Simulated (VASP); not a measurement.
Here is a VASP 6.6.1 calculation.

INCAR

```
ALGO = Normal ; EDIFF = 1E-7
ENCUT = 520 ; GGA = CA
ISIF = 2 ; ISMEAR = 0
LASPH = T ; LCHARG = T
LELF = T ; LREAL = F
LVHAR = T ; LWAVE = F
NBANDS = 46 ; NELM = 100
PREC = Accurate ; SIGMA = 0.02
```

File KPOINTS:

```
k-points
0
Gamma
  8 8 4
```

File POSCAR:

```
Zn4Se3S
1.0
   -2.7733727182      2.7733727182      0.0000000000
   -2.7743839938     -5.5477567119      2.7192222379
    2.7744642288      2.7744642288      5.4396715629
Zn S Se
4 1 3
Direct
    0.0075537046      0.0151074092      0.0019637817
    0.7460554627      0.4921109253      0.2386347020
    0.4981564018     -0.0036871963      0.4996692677
    0.2483200433      0.4966400866      0.7600105650
    0.1883877966      0.3767755931      0.0636554912
    0.9357348551      0.8714697102      0.3078095606
    0.6874039794      0.3748079588      0.5618818364
    0.4383877566      0.8767755133      0.8163747953
```

Potentials or basis: VASP PAW LDA potentials, release 64 (Zn, S, Se).

Command:

```console
$ cat potpaw_LDA.64/Zn/POTCAR potpaw_LDA.64/S/POTCAR potpaw_LDA.64/Se/POTCAR > POTCAR
$ mpirun -np 1 vasp_std > vasp.out
```

**Question.** Estimate the pressure.

**Answer.** -0.2 GPa.

**Question.** What does it give for the band gap on the k mesh?

**Answer.** 1.37 eV.

**Question.** Estimate the largest force.

**Answer.** 0.009 eV/Å.

Forces in eV/Å, atoms in the order of the input:
```
Zn  -0.006 -0.006  0.005
Zn   0.001  0.001 -0.009
Zn   0.000  0.000  0.000
Zn   0.005  0.005  0.006
S   -0.001 -0.001  0.003
Se   0.001  0.001 -0.003
Se  -0.002 -0.002 -0.001
Se   0.002  0.002 -0.001
```

Caveat: the cell differs from its parent crystal (strained cell). A k mesh can miss the band edges.
